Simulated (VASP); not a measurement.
Input of a VASP 6.6.1 run:

The input INCAR:

```
SYSTEM = Zr2O
  PREC = Accurate
  ENCUT = 520
  EDIFF = 1E-7
  ISMEAR = 0
  SIGMA = 0.15
  LREAL = .False.
  LASPH = .True.
  NELM = 80
  ALGO = Normal
  ISIF = 2
  LWAVE = .False.
  LCHARG = .False.
  GGA = PS
  NBANDS = 39
```

The input KPOINTS:

```
regular mesh
0
Gamma
  10 10 10
  0 0 0
```

File POSCAR:

```
Zr2O
1.0
    4.6562795393      0.0000000000      0.0000000000
    0.0000000000      4.6562795393      0.0000000000
    0.0000000000      0.0000000000      4.7282838620
Zr O
4 2
Direct
    0.2500000000      0.2500000000      0.7500000000
    0.7500000000      0.2500000000      0.2500000000
    0.2500000000      0.7500000000      0.2500000000
    0.7500000000      0.7500000000      0.7500000000
    0.0000000000      0.0000000000      0.0000000000
    0.5000000000      0.5000000000      0.5000000000
```

Potentials or basis: VASP PAW PBE potentials, release 64 (Zr_sv, O).

Launch:

```console
$ cat potpaw_PBE.64/Zr_sv/POTCAR potpaw_PBE.64/O/POTCAR > POTCAR
$ mpirun -np 1 vasp_std > vasp.out
```

Estimate the pressure.

12.9 GPa.

What does it give for the band gap on the k mesh?

Zero (band 30 reaches 9.72 eV, above the bottom of band 31 at 8.92 eV).

Stress tensor (GPa, compression positive):
```
13.11  0.00  0.00
 0.00 13.11  0.00
 0.00  0.00 12.54
```

Caveat: the cell differs from its parent crystal (strain -0.030 along x and y, -0.015 along z); the PAW data sets were made with another functional, which shifts forces and pressure a little.
